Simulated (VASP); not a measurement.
Runs of VASP 6.6.1 on Pb. The structure is that of space group Im-3m (No. 229), or close to it. The cells are those of the table. 

```csv
task,cell,k mesh,cutoff (eV),gap on the mesh (eV),pressure (GPa)
relaxation of cell and atoms,"relaxed from a = 3.403 Å, angles 109.5°, 1 atom",11 × 11 × 11,600,none,0.0
single point,"a = 3.350 Å, angles 109.5°, 1 atom",11 × 11 × 11,520,none,0.0
single point,"a = 3.211 Å, angles 109.5°, 1 atom",13 × 13 × 13,520,none,(a)
single point,"a = 3.259 Å, angles 109.5°, 1 atom",13 × 13 × 13,520,none,5.3
single point,"a = 3.479 Å, angles 109.5°, 1 atom",13 × 13 × 13,520,none,-4.5
```

Alike in all rows: level LDA; potentials or basis VASP PAW LDA potentials, release 64 (Pb_d); no spin polarisation; smearing fermi-dirac 0.1 eV.

**Question.** Fill in the values left out.

**Answer.** (a) 9.2.

Caveats: spin-orbit coupling is left out, which moves the levels of the heavy elements.

A k mesh can miss the band edges, and the runs leave out spin-orbit coupling on Pb.

A gap of «none» marks levels without a gap at the run's occupations.
